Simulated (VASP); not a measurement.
## Cu: single point with LDA

Cu:

```
Cu
1.0
    11.57025    0.00000    0.00000
     0.00000    2.23821    0.00000
    -4.59562    0.00000   21.74339
Cu
1
Cartesian
  3.4873 1.1191 10.8717
```

```
Program                : VASP 6.6.1
Task                   : single point
Functional             : LDA
Potentials or basis    : VASP PAW LDA potentials, release 64 (Cu)
Cutoff                 : 600 eV
k mesh                 : 2 × 6 × 1
Occupations            : fermi-dirac, width 0.1 eV
Spin                   : no spin polarisation
Dipole correction      : no
Further INCAR settings : ALGO = Normal; EDIFF = 1e-06; NBANDS = 12
```

```yaml
Pressure: 0.0 GPa
```

Stress tensor (GPa, compression positive):
```
 0.00  0.00  0.00
 0.00 -0.09  0.00
 0.00  0.00  0.00
```

Levels at points of the mesh, in eV from the Fermi level:
| k point | band 2 | band 3 | band 4 | band 5 | band 6 | band 7 | band 8 | band 9 |
| --- | --- | --- | --- | --- | --- | --- | --- | --- |
| (0.00, 0.00, 0.00) | -1.68 | -1.42 | -1.42 | -0.47 | -0.47 | 2.32 | 2.33 | 4.68 |
| (0.50, 0.00, 0.00) | -1.68 | -1.42 | -1.42 | -0.47 | -0.47 | 2.32 | 2.33 | 4.98 |
| (0.00, 0.50, 0.00) | -2.36 | -0.98 | -0.98 | -0.54 | 3.69 | 6.84 | 9.60 | 9.60 |
| (0.50, 0.50, 0.00) | -2.36 | -0.98 | -0.98 | -0.54 | 3.69 | 6.84 | 9.59 | 9.60 |

It took 90 s on 1 thread of Intel(R) Xeon(R) Platinum 8488C (Sapphire Rapids) (shared host), peak memory 0.46 GiB.

Caveat: the k points lie up to 0.47 Å⁻¹ apart.
